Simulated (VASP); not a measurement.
# Al3Cl: relaxation of cell and atoms with PBE

Al3Cl:

```xyz
4
Lattice="4.9491 0.0000 0.0000 0.0000 4.9491 0.0000 0.0000 0.0000 4.0247" Properties=species:S:1:pos:R:3 pbc="T T T"
Al    0.0000    0.0000    0.0000
Al    2.4746    0.0000    2.0123
Al    0.0000    2.4746    2.0123
Cl    2.4746    2.4746    0.0000
```

- Program: VASP 6.6.1
- Task: relaxation of cell and atoms
- Functional: PBE
- Potentials or basis: VASP PAW PBE potentials, release 64 (Al, Cl)
- Cutoff: 600 eV
- k mesh: 4 × 4 × 4
- Occupations: gaussian, width 0.1 eV
- Spin: no spin polarisation
- Dipole correction: no
- Further INCAR settings: ALGO = Normal; EDIFF = 1e-06; IBRION = 2; EDIFFG = -0.04; NSW = 90; ISIF = 3

```
Relaxed volume                         : 18.97 Å³/atom
Relaxed cell                           : a = 5.153 Å, b = 5.153 Å, c = 2.857 Å, α = 90.00°, β = 90.00°, γ = 90.00°
Space group after relaxing (to 0.05 Å) : P4/mmm (No. 123)
Energy gained by relaxing              : 302.6 meV/atom
Ionic steps                            : 11
Pressure after relaxing                : 0.2 GPa
Band gap on the k mesh                 : zero (band 8 reaches 7.98 eV, above the bottom of band 9 at 5.31 eV)
```

Stress tensor (GPa, compression positive):
```
 0.30  0.00  0.00
 0.00  0.30  0.00
 0.00  0.00 -0.11
```

The path:
```tsv
step	energy change (eV)	largest force (eV/Å)	pressure (GPa)	volume (Å³)
1	0.0000	0.0000	-5.24	98.58
2	-0.4000	0.0000	-3.62	87.48
3	-0.6492	0.0000	0.70	76.16
4	-0.6690	0.0000	3.19	72.03
5	-0.8291	0.0000	4.04	69.48
6	-0.9828	0.0000	8.06	66.36
7	-1.1524	0.0000	2.77	73.35
8	-1.1560	0.0000	3.37	72.43
9	-1.2065	0.0000	-0.17	76.11
10	-1.2089	0.0000	0.40	75.36
11	-1.2105	0.0000	0.16	75.86
```

Final structure:
```cif
data_structure
_symmetry_space_group_name_H-M 'P 1'
_symmetry_Int_Tables_number 1
_cell_length_a 5.1531
_cell_length_b 5.1531
_cell_length_c 2.8569
_cell_angle_alpha 90.000
_cell_angle_beta 90.000
_cell_angle_gamma 90.000
_cell_volume 75.86
loop_
_atom_site_label
_atom_site_type_symbol
_atom_site_fract_x
_atom_site_fract_y
_atom_site_fract_z
_atom_site_occupancy
Al1 Al 0.00000 0.00000 0.00000 1
Al2 Al 0.50000 0.00000 0.50000 1
Al3 Al 0.00000 0.50000 0.50000 1
Cl1 Cl 0.50000 0.50000 0.00000 1
```

Levels at points of the mesh, in eV from the Fermi level:
```csv
k point,band 6,band 7,band 8,band 9,band 10,band 11
"(0.00, 0.00, 0.00)",-2.07,-2.07,-1.66,-1.25,2.42,6.35
"(0.50, 0.00, 0.00)",-3.13,-1.64,-1.59,1.04,3.77,4.26
"(0.50, 0.50, 0.00)",-2.64,-1.63,-0.06,2.25,2.68,3.66
"(0.00, 0.00, 0.50)",-3.86,-1.24,0.02,0.06,0.06,1.84
"(0.50, 0.00, 0.50)",-2.34,-1.94,-1.34,0.72,1.08,1.19
"(0.50, 0.50, 0.50)",-2.79,-2.66,-2.66,-0.25,-0.25,4.16
```

It took 70 s on 1 thread of AMD EPYC 9R45 96-Core Processor (Zen 5), with other jobs on the host, peak memory 0.2 GiB.

Caveat: the k points lie up to 0.55 Å⁻¹ apart in the final cell; the volume moved by over 15 % at a fixed basis, so the end points are rough.
